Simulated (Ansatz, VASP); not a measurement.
# Two plane-wave programs on B5P

```
CELL_PARAMETERS angstrom
3.29657 0.00000 0.00000
-1.64829 2.85491 0.00000
0.00000 0.00000 6.32989
ATOMIC_POSITIONS crystal
B 0.16609 0.83391 0.95054
B 0.16609 0.33219 0.95054
B 0.66781 0.83391 0.95054
B 0.66667 0.33333 0.52684
B 0.66667 0.33333 0.80679
P 0.33333 0.66667 0.44257
```

Alike in both runs: functional PBE; k mesh 12 × 12 × 6; occupations gaussian, width 0.1 eV; no spin polarisation.

Ansatz relaxed the structure, and its values are those at the end. VASP's run is a single point on that final structure, the one shown.

```csv
,VASP,Ansatz
version,VASP 6.6.1,Ansatz 0.2.0
potentials or method,"VASP PAW PBE potentials, release 64 (B, P), cutoff 500 eV","scalar-relativistic, plane waves, PAW"
valence electrons in the cell,20,20
```

|  | VASP | Ansatz | Ansatz less VASP |
| --- | --- | --- | --- |
| gap on the k mesh at the Fermi level (eV) | none | none | - |
| pressure (GPa) | 0.0 | 0.0 | +0.06 |

A gap of «none» marks a metal or a gap that the smearing closes. The functional is the same, so the differences come from potentials, cutoffs and numerics.
